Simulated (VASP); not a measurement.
Here is a VASP 6.6.1 calculation.

Contents of INCAR:

```
PREC = Accurate ; ENCUT = 520
EDIFF = 1E-6 ; ISMEAR = 0
SIGMA = 0.1 ; LREAL = F
LASPH = T ; NELM = 100
ALGO = Normal ; ISIF = 2
LWAVE = F ; LCHARG = F
GGA = PE ; NBANDS = 36
```

File KPOINTS:

```
Automatic mesh
0
Gamma
  8 8 8
```

Contents of POSCAR:

```
GaB12
1.0
    4.9975938975      0.0000000000      0.0000000000
    0.0000000000      4.9975938975      0.0000000000
    0.0000000000      0.0000000000      4.9975938975
Ga B
1 12
Direct
    0.5000000000      0.5000000000      0.5000000000
    0.2479130169      0.5000000000      0.0000000000
    0.7520869831      0.5000000000      0.0000000000
    0.0000000000      0.2479130169      0.5000000000
    0.0000000000      0.7520869831      0.5000000000
    0.5000000000      0.0000000000      0.2479130169
    0.5000000000      0.0000000000      0.7520869831
    0.5000000000      0.2479130169      0.0000000000
    0.5000000000      0.7520869831      0.0000000000
    0.2479130169      0.0000000000      0.5000000000
    0.7520869831      0.0000000000      0.5000000000
    0.0000000000      0.5000000000      0.7520869831
    0.0000000000      0.5000000000      0.2479130169
```

Potentials or basis: VASP PAW PBE potentials, release 64 (Ga_d, B).

The run is started by

```console
$ cat potpaw_PBE.64/Ga_d/POTCAR potpaw_PBE.64/B/POTCAR > POTCAR
$ mpirun -np 1 vasp_std > vasp.out
```

Question: Predict the pressure.

Answer: 0.0 GPa.
